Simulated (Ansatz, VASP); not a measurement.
Si2Ge in VASP and in Ansatz

Contents of INCAR:

```
SYSTEM = Si2Ge
PREC = Accurate
ENCUT = 520
EDIFF = 1E-7
ISMEAR = 0
SIGMA = 0.1
LREAL = .FALSE.
LASPH = .TRUE.
NELM = 100
ALGO = Normal
ISIF = 2
LWAVE = .FALSE.
LCHARG = .FALSE.
GGA = PE
NBANDS = 18
```

KPOINTS

```
Automatic mesh
0
G
  6 6 6
  0 0 0
```

File POSCAR:

```
Si2Ge
1.0
    4.7991889400      0.0000000000      0.0000000000
   -2.3995944700      4.1562195400      0.0000000000
    0.0000000000      0.0000000000      2.9419028200
Si Ge
2 1
Direct
    0.3333333300      0.6666666700      0.5000000000
    0.6666666700      0.3333333300      0.5000000000
    0.0000000000      0.0000000000      0.0000000000
```

Input for Ansatz:

```yaml
crystal:
  lattice:
    - [4.79918894, 0.0, 0.0]
    - [-2.39959447, 4.15621954, 0.0]
    - [0.0, 0.0, 2.94190282]
  atoms:
    - { symbol: Si, position: [0.33333333, 0.66666667, 0.5] }
    - { symbol: Si, position: [0.66666667, 0.33333333, 0.5] }
    - { symbol: Ge, position: [0.0, 0.0, 0.0] }
basis:
  ecutwfc: 420
kpoints:
  mp_grid: { grid: [6, 6, 6] }
hamiltonian:
  xc: pbe
scf:
  occupations: { method: gaussian, width: 0.1 }
  lower_state_search: "off"
output:
  forces: true
  stress: true
  eigenvalues: true
```

Alike in both runs: task single point; functional PBE; k mesh 6 × 6 × 6; occupations gaussian, width 0.1 eV; no spin polarisation.

```csv
,VASP,Ansatz
version,VASP 6.6.1,Ansatz 0.2.0
potentials or method,"VASP PAW PBE potentials, release 64 (Si, Ge_d), cutoff 520 eV","scalar-relativistic, plane waves, PAW"
valence electrons in the cell,22,22
```

|  | VASP | Ansatz | Ansatz less VASP |
| --- | --- | --- | --- |
| gap on the k mesh at the Fermi level (eV) | none | none | - |
| pressure (GPa) | -9.1 | -9.1 | +0.01 |
| traceless stress, the component that is largest in VASP (GPa) | -3.83 | -3.84 | -0.007 |

A gap of «none» marks a metal or a gap that the smearing closes.
